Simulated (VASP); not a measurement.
Write the native input for VASP 6.6.1 that does the following.

* Task: single point
* Functional: PBE
* Potentials or basis: VASP PAW PBE potentials, release 64 (Mg, S)
* Cutoff: 520 eV
* k mesh: 8 × 8 × 8
* Occupations: gaussian, width 0.2 eV
* Spin: no spin polarisation
* Dipole correction: no
* Further INCAR settings: ALGO = Normal; EDIFF = 1e-06; NBANDS = 11

The structure of MgS lies in POSCAR:

```
MgS
1.0
    0.0000000000      2.6016500000      2.6016500000
    2.6016500000      0.0000000000      2.6016500000
    2.6016500000      2.6016500000      0.0000000000
Mg S
1 1
Direct
    0.0000000000      0.0000000000      0.0000000000
    0.5000000000      0.5000000000      0.5000000000
```

These files were run (other wordings do the same):

INCAR

```
SYSTEM = MgS
ALGO     = Normal         ! electronic algorithm
EDIFF    = 1E-6           ! SCF threshold, eV
ENCUT    = 520            ! plane-wave cutoff, eV
GGA      = PE             ! functional
ISIF     = 2              ! what is computed and relaxed
ISMEAR   = 0              ! smearing method
LASPH    = .TRUE.         ! aspherical terms in the spheres
LCHARG   = .FALSE.        ! write CHGCAR
LREAL    = .FALSE.        ! projectors in reciprocal space
LWAVE    = .FALSE.        ! write WAVECAR
NBANDS   = 11             ! bands
NELM     = 60             ! most SCF steps
PREC     = Accurate       ! precision mode
SIGMA    = 0.2            ! smearing width, eV
```

KPOINTS

```
k-points
0
G
  8 8 8
  0 0 0
```

Potentials or basis: VASP PAW PBE potentials, release 64 (Mg, S).

Run with:

```console
$ cat potpaw_PBE.64/Mg/POTCAR potpaw_PBE.64/S/POTCAR > POTCAR
$ mpirun -np 1 vasp_std > vasp.out
```

It gave:

```json
{
  "Pressure": "0.9 GPa",
  "Band gap on the k mesh": "2.78 eV, indirect (least direct gap 3.71 eV)"
}
```

Wall time 12 s on 1 thread of Intel Xeon 6975P-C, on a shared host, peak memory 0.16 GiB.
